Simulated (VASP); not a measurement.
Runs of VASP 6.6.1 on BiN. The structure is that of space group Fm-3m (No. 225), or close to it. The cells are those of the table. The cell was built from a structure type or drawn by symmetry, and may not be a known phase.

```csv
task,cell,k mesh,cutoff (eV),smearing,gap on the mesh (eV),pressure (GPa),relaxed volume (Å³/atom)
single point,"a = 3.639 Å, angles 60.0°, 2 atoms",10 × 10 × 10,520,gaussian 0.02 eV,0.16,0.1,-
single point,"a = 3.617 Å, angles 60.0°, 2 atoms",6 × 6 × 6,520,gaussian 0.1 eV,(a),2.1,-
relaxation of cell and atoms,"relaxed from a = 3.639 Å, angles 60.0°, 2 atoms",12 × 12 × 12,600,gaussian 0.01 eV,0.17,0.1,17.01
single point,"a = 3.638 Å, angles 60.0°, 2 atoms",12 × 12 × 12,520,gaussian 0.01 eV,0.17,0.0,-
relaxation of cell and atoms,"relaxed from a = 3.617 Å, angles 60.0°, 2 atoms",10 × 10 × 10,600,gaussian 0.02 eV,0.16,0.0,17.04
```

Alike in all rows: level PBE; potentials or basis VASP PAW PBE potentials, release 64 (Bi_d, N); no spin polarisation.

**Question.** Estimate the missing entries.

**Answer.** (a) 1.06.

Caveats: spin-orbit coupling is left out, which moves the levels of the heavy elements.

A k mesh can miss the band edges, and the runs leave out spin-orbit coupling on Bi.
